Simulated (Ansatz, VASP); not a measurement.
## Be5Sn in VASP and in Ansatz

Contents of INCAR:

```
SYSTEM = Be5Sn
  PREC = Accurate
  ENCUT = 600
  EDIFF = 1E-7
  ISMEAR = 0
  SIGMA = 0.1
  LREAL = .FALSE.
  LASPH = .TRUE.
  NELM = 100
  ALGO = Fast
  ISIF = 3
  LWAVE = .FALSE.
  LCHARG = .FALSE.
  GGA = PE
  IBRION = 2
  NSW = 100
  EDIFFG = -0.01
```

The input KPOINTS:

```
regular mesh
0
G
  18 18 4
  0 0 0
```

Contents of POSCAR:

```
Be5Sn
1.0
    2.7990651423      0.0000000000      0.0000000000
   -1.3995325712      2.4240615201      0.0000000000
    0.0000000000      0.0000000000     11.3427461858
Be Sn
5 1
Direct
    0.0000000000      0.0000000000      0.6454135792
    0.3333333333      0.6666666667      0.7836045885
    0.3333333333      0.6666666667      0.2163954115
    0.0000000000      0.0000000000      0.3545864208
    0.6666666667      0.3333333333      0.5000000000
    0.0000000000      0.0000000000      0.0000000000
```

Input for Ansatz:

```yaml
crystal:
  lattice:
    - [2.7990651423, 0.0, 0.0]
    - [-1.3995325712, 2.4240615201, 0.0]
    - [0.0, 0.0, 11.3427461858]
  atoms:
    - { symbol: Be, position: [0.0, 0.0, 0.6454135792] }
    - { symbol: Be, position: [0.3333333333, 0.6666666667, 0.7836045885] }
    - { symbol: Be, position: [0.3333333333, 0.6666666667, 0.2163954115] }
    - { symbol: Be, position: [0.0, 0.0, 0.3545864208] }
    - { symbol: Be, position: [0.6666666667, 0.3333333333, 0.5] }
    - { symbol: Sn, position: [0.0, 0.0, 0.0] }
basis:
  ecutwfc: 420
kpoints:
  mp_grid: { grid: [18, 18, 4] }
hamiltonian:
  xc: pbe
scf:
  occupations: { method: gaussian, width: 0.1 }
output:
  forces: true
  stress: true
  eigenvalues: true
  write_density: true
  write_potential: true
  elf: true
  volumetric_format: npy
relax:
  adjacent_minimum: "off"
  f_tol: 0.01
  max_steps: 80
  cell: { stress_tol: 0.05 }
```

Alike in both runs: task relaxation of cell and atoms; functional PBE; k mesh 18 × 18 × 4; occupations gaussian, width 0.1 eV; no spin polarisation.

```csv
,VASP,Ansatz
version,VASP 6.6.1,Ansatz 0.2.0
potentials or method,"VASP PAW PBE potentials, release 64 (Be, Sn_d), cutoff 600 eV","scalar-relativistic, plane waves, PAW"
valence electrons in the cell,24,24
```

```tsv
	VASP	Ansatz	Ansatz less VASP
gap on the k mesh at the Fermi level, each at its own relaxed structure (eV)	none	none	-
relaxed volume (Å³/atom)	12.75	12.74	-0.009
relaxed cell length with the largest relative difference (Å)	11.219	11.227	+0.0083
```

A gap of «none» marks a metal or a gap that the smearing closes.
